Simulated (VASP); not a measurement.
# Cu (Fm-3m) in VASP: notebook, part 2 of 2

VASP 6.6.1. Earlier steps stand in the parts before.

### 3 Single point, PBE

File INCAR:

```
ALGO = Normal
EDIFF = 1E-6
ENCUT = 600
GGA = PE
GGA_COMPAT = F
ISIF = 2
ISMEAR = -1
LASPH = T
LCHARG = T
LELF = T
LREAL = F
LVHAR = T
LWAVE = F
NBANDS = 12
NELM = 120
PREC = Accurate
SIGMA = 0.05
```

File KPOINTS:

```
k-points
0
Gamma
  7 7 7
```

File POSCAR:

```
Cu
1.0
    0.0000000000      1.8075000000      1.8075000000
    1.8075000000      0.0000000000      1.8075000000
    1.8075000000      1.8075000000      0.0000000000
Cu
1
Direct
    0.0000000000      0.0000000000      0.0000000000
```

Potentials or basis: VASP PAW PBE potentials, release 64 (Cu).

The run is started by

```
$ cat potpaw_PBE.64/Cu/POTCAR > POTCAR
$ mpirun -np 1 vasp_std > vasp.out
```

OUTCAR:

```text
EDIFF = 1E-6
   ENCUT = 600
   GGA = PE
   ISIF = 2
   ISMEAR = -1
   LASPH = T
   LREAL = F
   NELM = 120
   PREC = Accurate

 ion  position               nearest neighbor table
   1  0.000  0.000  0.000-

  LATTYP: Found a face centered cubic cell.
 ALAT       =     3.6150000000

  Lattice vectors:

 A1 = (   0.0000000000,   1.8075000000,   1.8075000000)
 A2 = (   1.8075000000,   0.0000000000,   1.8075000000)
 A3 = (   1.8075000000,   1.8075000000,   0.0000000000)

Analysis of symmetry for initial positions (statically):
=====================================================================
 Subroutine PRICEL returns:
 Original cell was already a primitive cell.

 Routine SETGRP: Setting up the symmetry group for a
 face centered cubic supercell.

 Subroutine GETGRP returns: Found 48 space group operations
 (whereof 48 operations were pure point group operations)
 out of a pool of 48 trial point group operations.

The static configuration has the point symmetry O_h .

Analysis of symmetry for dynamics (positions and initial velocities):
[... 158 lines left out ...]
 k-point     1 :       0.0000    0.0000    0.0000
  band No.  band energies     occupation
      1      -1.7641      2.00000
      2       4.5762      2.00000
      3       4.5762      2.00000
      4       4.5762      2.00000
      5       5.3984      2.00000
      6       5.3984      2.00000
      7      30.1798      0.00000
      8      32.8257      0.00000
      9      32.8257      0.00000
     10      32.8257      0.00000
     11      35.3203      0.00000
     12      35.3203      0.00000
[... 271 lines left out ...]
 k-point    20 :      -0.2857    0.4286    0.1429
  band No.  band energies     occupation
      1       3.5024      2.00000
      2       3.7788      2.00000
      3       4.3324      2.00000
      4       5.3778      2.00000
      5       6.0065      2.00000
      6      12.6560      0.00000
      7      13.1693      0.00000
      8      15.8884      0.00000
      9      19.2706      0.00000
     10      31.8594      0.00000
     11      38.1828      0.00000
     12      38.4491      0.00000

------------------------ aborting loop because EDIFF is reached ----------------------------------------

  FORCE on cell =-STRESS in cart. coord.  units (eV):
  Direction    XX          YY          ZZ          XY          YZ          ZX
  --------------------------------------------------------------------------------------
  -------------------------------------------------------------------------------------
  Total        0.1616790      0.1616790      0.1616790     -0.0000000      0.0000000      0.0000000
  in kB       21.9330685     21.9330685     21.9330685     -0.0000000      0.0000000      0.0000000
  external PRESSURE =      21.9330685 kB  Pullay stress =       0.0000000 kB

 VOLUME and BASIS-vectors are now :
 -----------------------------------------------------------------------------
  energy-cutoff  :      600.00
  volume of cell :       11.81
      direct lattice vectors                 reciprocal lattice vectors
     0.000000000  1.807500000  1.807500000    -0.276625173  0.276625173  0.276625173
     1.807500000  0.000000000  1.807500000     0.276625173 -0.276625173  0.276625173
     1.807500000  1.807500000  0.000000000     0.276625173  0.276625173 -0.276625173

 POSITION                                       TOTAL-FORCE (eV/Angst)
 -----------------------------------------------------------------------------------
      0.00000      0.00000      0.00000         0.000000      0.000000      0.000000
 -----------------------------------------------------------------------------------
    total drift:                                0.000000      0.000000      0.000000

  FREE ENERGIE OF THE ION-ELECTRON SYSTEM (eV)
  ---------------------------------------------------
  free  energy   TOTEN  =        -3.7675372057 eV

  energy  without entropy=       -3.7663416438  energy(sigma->0) =       -3.76693942
```

stdout:

```text
POSCAR found type information on POSCAR Cu
 POSCAR found :  1 types and       1 ions
 scaLAPACK will be used
 LDA part: xc-table for (Slater+PW92), standard interpolation
 POSCAR, INCAR and KPOINTS ok, starting setup
 FFT: planning ... GRIDC
 FFT: planning ... GRID_SOFT
 FFT: planning ... GRID
 WAVECAR not read
 entering main loop
```

It took 9.5 s on 1 thread of Intel Xeon 8259CL, shared host; peak memory 0.12 GiB.

Results:

| Quantity | Value |
| --- | --- |
| Free energy | -3.7675 eV |
| Pressure | 2.2 GPa |
| Band gap on the k mesh | zero (an odd number of electrons rules out a gap without spin polarisation) |

Caveat: the k points lie up to 0.43 Å⁻¹ apart, too coarse for converged energies and pressures of a metal.

### 4 Single point, PBEsol

File INCAR:

```
PREC = Accurate
ENCUT = 600
EDIFF = 1E-6
ISMEAR = -1
SIGMA = 0.05
LREAL = False
LASPH = True
NELM = 120
ALGO = Normal
ISIF = 2
LWAVE = False
LCHARG = True
GGA = PS
LELF = True
LVHAR = True
NBANDS = 12
GGA_COMPAT = False
```

File KPOINTS:

```
Automatic mesh
0
Gamma
  7 7 7
```

POSCAR is that of step 3.

The run is started by

```
$ cat potpaw_PBE.64/Cu/POTCAR > POTCAR
$ mpirun -np 1 vasp_std > vasp.out
```

It took 9 s on 1 thread of Intel Xeon 8259CL, shared host; peak memory 0.12 GiB.

The run converged. Its results:

| Quantity | Value |
| --- | --- |
| Free energy | -4.3413 eV |
| Pressure | -5.9 GPa |
| Band gap on the k mesh | zero (an odd number of electrons rules out a gap without spin polarisation) |

Levels at points of the mesh, in eV from the Fermi level:
```csv
k point,band 4,band 5,band 6,band 7,band 8,band 9
"(0.00, 0.00, 0.00)",-3.18,-2.35,-2.35,22.41,25.02,25.02
```

Caveat: the k points lie up to 0.43 Å⁻¹ apart, too coarse for converged energies and pressures of a metal; the PAW data sets were made with another functional, which shifts forces and pressure a little.

### 5 Overview

| level | potentials or basis | gap on the mesh (eV) | pressure (GPa) |
| --- | --- | --- | --- |
| LDA | VASP PAW LDA potentials, release 64 (Cu) | none | -11.9 |
| PBE | VASP PAW PBE potentials, release 64 (Cu) | none | 2.2 |
| PBEsol | VASP PAW PBE potentials, release 64 (Cu) | none | -5.9 |

Alike in all rows: task single point; no spin polarisation; cell as given; k mesh 7 × 7 × 7; cutoff (eV) 600; smearing fermi-dirac 0.05 eV.

Caveats: all runs use coarse meshes; the PAW data sets were made with another functional, which shifts forces and pressure a little (at least some runs).

Absolute energies hang on the potentials; compare differences alone.
